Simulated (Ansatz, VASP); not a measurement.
**Al2O3: VASP beside Ansatz**

```xyz
10
Lattice="2.3794 1.3737 4.3316 -2.3794 1.3737 4.3316 0.0000 -2.7474 4.3316" Properties=species:S:1:pos:R:3 pbc="T T T"
Al    0.0000    0.0000    1.9244
Al    0.0000    0.0000    4.5730
Al    0.0000    0.0000    8.4218
Al    0.0000    0.0000   11.0704
O     0.9214    1.3737    7.5803
O    -0.7290    1.4849    5.4145
O     0.7290   -1.4849    7.5803
O    -1.6504    0.1111    7.5803
O     1.6504   -0.1111    5.4145
O    -0.9214   -1.3737    5.4145
```

Alike in both runs: task single point; functional r2SCAN; k mesh 6 × 6 × 6; no spin polarisation.

```csv
,VASP,Ansatz
version,VASP 6.6.1,Ansatz 0.2.0
potentials or method,"VASP PAW PBE potentials, release 64 (Al, O)","plane waves, PAW"
plane-wave cutoff (eV),520,500
occupations,"gaussian, width 0.01 eV",fixed
valence electrons in the cell,48,48
```

```tsv
	VASP	Ansatz	Ansatz less VASP
gap on the k mesh at the Fermi level (eV)	7.16	7.14	-0.017
pressure (GPa)	-0.5	0.0	+0.50
traceless stress, the component that is largest in VASP (GPa)	-0.06	0.00	+0.054
rms of the force components (eV/Å)	0.009	0.000	-0.0088
```

VASP's potentials were made for PBE, not for r2SCAN. Atom by atom the forces differ by 0.009 eV/Å (rms over components).
